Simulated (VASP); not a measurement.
Input of a VASP 6.6.1 run:

The input INCAR:

```
SYSTEM = Ni
  ALGO = Normal
  EDIFF = 1E-7
  ENCUT = 520
  GGA = PS
  ISIF = 2
  ISMEAR = -1
  ISPIN = 2
  LASPH = .TRUE.
  LCHARG = .FALSE.
  LMAXMIX = 4
  LORBIT = 11
  LREAL = .FALSE.
  LWAVE = .FALSE.
  MAGMOM = 0.6
  NBANDS = 15
  NELM = 150
  PREC = Accurate
  SIGMA = 0.05
```

Contents of KPOINTS:

```
k-points
0
G
  16 16 16
  0 0 0
```

The input POSCAR:

```
Ni
1.0
    0.0000000000      1.7309460158      1.7309460158
    1.7309460158      0.0000000000      1.7309460158
    1.7309460158      1.7309460158      0.0000000000
Ni
1
Direct
    0.0000000000      0.0000000000      0.0000000000
```

Potentials or basis: VASP PAW PBE potentials, release 64 (Ni).

Run with:

```sh
$ cat potpaw_PBE.64/Ni/POTCAR > POTCAR
$ mpirun -np 1 vasp_std > vasp.out
```

(1) What does it give for the site moments?

(2) What does it give for the pressure?

(3) Predict the net moment.

## Answers

(1) Ni +0.59 μB.

(2) 0.0 GPa.

(3) 0.59 μB per cell.

Caveat: the PAW data sets were made with another functional, which shifts forces and pressure a little.
